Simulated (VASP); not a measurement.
Write the native input for VASP 6.6.1 that does the following.

```
Task                   : single point
Functional             : PBE
Dispersion             : D3(BJ)
Potentials or basis    : VASP PAW PBE potentials, release 64 (Se, In_d)
Cutoff                 : 520 eV
k mesh                 : 9 × 9 × 1
Occupations            : gaussian, width 0.05 eV
Spin                   : no spin polarisation
Dipole correction      : yes
Further INCAR settings : ALGO = Normal; EDIFF = 1e-06; NBANDS = 48
```

The structure of InSe lies in POSCAR:

```
InSe
1.0
    4.0266103653      0.0000000000      0.0000000000
   -2.0133051827      3.4871468675      0.0000000000
    0.0000000000      0.0000000000     28.2707107737
Se In
4 4
Direct
    0.0000000000      0.0000000000      0.1591753400
    0.0000000000      0.0000000000      0.3496677344
    0.3333333333      0.6666666667      0.4755931145
    0.3333333333      0.6666666667      0.6660855089
    0.6666666667      0.3333333333      0.2049979902
    0.6666666667      0.3333333333      0.3038451596
    1.0000000000      1.0000000000      0.5214157648
    1.0000000000      1.0000000000      0.6202629341
```

This cell differs from its parent crystal: layers slid over each other.

These files were run (other wordings do the same):

INCAR

```
PREC = Accurate
ENCUT = 520
EDIFF = 1E-6
ISMEAR = 0
SIGMA = 0.05
LREAL = F
LASPH = T
NELM = 60
ALGO = Normal
ISIF = 2
LWAVE = F
LCHARG = F
LDIPOL = T
IDIPOL = 3
DIPOL = 0.5 0.5 0.413
GGA = PE
IVDW = 12
NBANDS = 48
```

KPOINTS

```
Automatic mesh
0
Gamma
  9 9 1
```

Potentials or basis: VASP PAW PBE potentials, release 64 (Se, In_d).

Command:

```console
$ cat potpaw_PBE.64/Se/POTCAR potpaw_PBE.64/In_d/POTCAR > POTCAR
$ mpirun -np 1 vasp_std > vasp.out
```

Results of the run:

| Quantity | Value |
| --- | --- |
| Largest force | 0.081 eV/Å |
| Band gap on the k mesh | 1.24 eV (least direct gap 1.28 eV) |
| Dispersion energy per atom | -0.249 eV |

Caveat: the cell differs from its parent crystal (layers slid over each other); spin-orbit coupling is left out, which moves the levels of the heavy elements.

Wall time 7.5 min on 1 thread of Intel(R) Xeon(R) Platinum 8488C (Sapphire Rapids) (shared host), peak memory 0.51 GiB.
